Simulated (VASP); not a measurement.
Input of a VASP 6.6.1 run:

File INCAR:

```
SYSTEM = AgAu
PREC = Accurate
ENCUT = 600
EDIFF = 1E-6
ISMEAR = -1
SIGMA = 0.1
LREAL = .False.
LASPH = .True.
NELM = 60
ALGO = Normal
ISIF = 3
LWAVE = .False.
LCHARG = .False.
IBRION = 2
NSW = 80
EDIFFG = -0.02
```

The input KPOINTS:

```
regular mesh
0
Gamma
  4 5 5
  0 0 0
```

File POSCAR:

```
AgAu
1.0
    4.1293551410      0.0000000000      0.0000000000
    0.0000000000      3.9620640592      0.0000000000
    0.0000000000      0.0000000000      3.9620640592
Au Ag
2 2
Direct
    0.0000000000      0.0000000000      0.0000000000
    0.0000000000      0.5000000000      0.5000000000
    0.5000000000      0.0000000000      0.5000000000
    0.5000000000      0.5000000000      0.0000000000
```

Potentials or basis: VASP PAW LDA potentials, release 64 (Au, Ag).

The run is started by

```console
$ cat potpaw_LDA.64/Au/POTCAR potpaw_LDA.64/Ag/POTCAR > POTCAR
$ mpirun -np 1 vasp_std > vasp.out
```

Question: What does it give for the relaxed volume?

Answer: 16.27 Å³/atom.

Question: Estimate the space group after relaxing (to 0.05 Å).

Answer: P4/mmm (No. 123).

Stress tensor (GPa, compression positive):
```
-0.13  0.00  0.00
 0.00  0.12  0.00
 0.00  0.00  0.12
```

Caveat: the k points lie up to 0.39 Å⁻¹ apart in the final cell.
